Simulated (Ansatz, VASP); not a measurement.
**Two plane-wave programs on Al4Te**

```xyz
5
Lattice="-2.8550 2.8550 2.8550 2.8550 -2.8550 2.8550 2.8550 2.8550 -2.8550" Properties=species:S:1:pos:R:3 pbc="T T T"
Al    1.4275    1.4275    1.4275
Al   -1.4275    1.4275    1.4275
Al    1.4275    1.4275   -1.4275
Al    1.4275   -1.4275    1.4275
Te    0.0000    0.0000    0.0000
```

Change from the starting cell: species swapped into the Hg4Pt type (Im-3m, No. 229).

Alike in both runs: task relaxation of cell and atoms; functional PBE; k mesh 4 × 4 × 4; occupations gaussian, width 0.1 eV; no spin polarisation.

|  | VASP | Ansatz |
| --- | --- | --- |
| version | VASP 6.6.1 | Ansatz 0.2.0 |
| potentials or method | VASP PAW PBE potentials, release 64 (Al, Te), cutoff 600 eV | scalar-relativistic, plane waves, PAW |
| valence electrons in the cell | 18 | 28 |

Ansatz gave:

- gap on the k mesh at the Fermi level, each at its own relaxed structure (eV): none
- relaxed volume (Å³/atom): 25.60
- relaxed length of the cell vector where the two differ most in proportion (Å): 5.499

Estimate VASP's values.

gap on the k mesh at the Fermi level, each at its own relaxed structure (eV): none; relaxed volume (Å³/atom): 25.87; relaxed length of the cell vector where the two differ most in proportion (Å): 5.518.

A gap of «none» marks a metal or a gap that the smearing closes. VASP's potentials hold 18 valence electrons a cell and Ansatz's 28, so a difference there can come from the potentials and not from the codes.

The k mesh is coarse, so the values compare programs but aren't converged. Neither program's run includes spin-orbit coupling. Noted on VASP's run: the volume moved by over 15 % at a fixed basis, so the end points are rough.
